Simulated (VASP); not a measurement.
GePt (e600), 8 atoms in the cell. It takes space group Pnma (No. 62, orthorhombic). The conventional cell has a = 5.830 Å, b = 3.744 Å, c = 6.176 Å, α = 90.00°, β = 90.00°, γ = 90.00°. Within 3.3 Å of Ge (site symmetry m) lie 6 Pt at 2.51 to 2.71 Å and 2 Ge at 3.06 Å. Within 3.3 Å of Pt (site symmetry m) lie 6 Ge at 2.51 to 2.71 Å and 4 Pt at 3.00 to 3.02 Å. 

| Quantity | Value |
| --- | --- |
| Program | VASP 6.6.1 |
| Task | single point |
| Functional | PBE |
| Potentials or basis | VASP PAW PBE potentials, release 64 (Ge_d, Pt) |
| Cutoff | 520 eV |
| k mesh | 4 × 6 × 4 |
| Occupations | gaussian, width 0.1 eV |
| Spin | no spin polarisation |
| Dipole correction | no |
| Further INCAR settings | ALGO = Normal; EDIFF = 1e-06; NBANDS = 58 |

Potentials or basis: VASP PAW PBE potentials, release 64 (Ge_d, Pt).

Launch:

```console
$ cat potpaw_PBE.64/Ge_d/POTCAR potpaw_PBE.64/Pt/POTCAR > POTCAR
$ mpirun -np 1 vasp_std > vasp.out
```

Hardware: 1 thread of Intel Xeon 6975P-C (shared host).

**Question.** Estimate the wall time of this run.

**Answer.** Run time: 4 min on 1 thread of Intel Xeon 6975P-C (shared host), peak memory 0.37 GiB. Counts: scf iterations 13, k points 36.
